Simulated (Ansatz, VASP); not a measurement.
TaN: VASP beside Ansatz

```
CELL_PARAMETERS angstrom
2.92177 0.00000 0.00000
-1.46088 2.53033 0.00000
0.00000 0.00000 5.91652
ATOMIC_POSITIONS crystal
Ta 0.00000 0.00000 0.50000
Ta 0.00000 0.00000 0.00000
N 0.33333 0.66667 0.25000
N 0.66667 0.33333 0.75000
```

Alike in both runs: functional r2SCAN; k mesh 6 × 6 × 3; occupations fermi-dirac, width 0.05 eV; no spin polarisation.

|  | VASP | Ansatz |
| --- | --- | --- |
| version | VASP 6.6.1 | Ansatz 0.2.0 |
| potentials or method | VASP PAW PBE potentials, release 64 (Ta_pv, N) | Ansatz PAW |
| plane-wave cutoff (eV) | 520 | 500 |
| valence electrons in the cell | 32 | 36 |
| task | single point | projected density of states |

|  | VASP | Ansatz | Ansatz less VASP |
| --- | --- | --- | --- |
| gap on the k mesh at the Fermi level (eV) | none | none | - |
| pressure (GPa) | -4.8 | -6.4 | -1.65 |
| traceless stress, the component that is largest in VASP (GPa) | -0.96 | -1.13 | -0.164 |

VASP's potentials were made for PBE, not for r2SCAN. A gap of «none» marks a metal or a gap that the smearing closes. VASP's potentials hold 32 valence electrons a cell and Ansatz's 36, so a difference there can come from the potentials and not from the codes.

The k mesh is coarse, so the values compare programs but aren't converged. Spin-orbit coupling is off throughout.
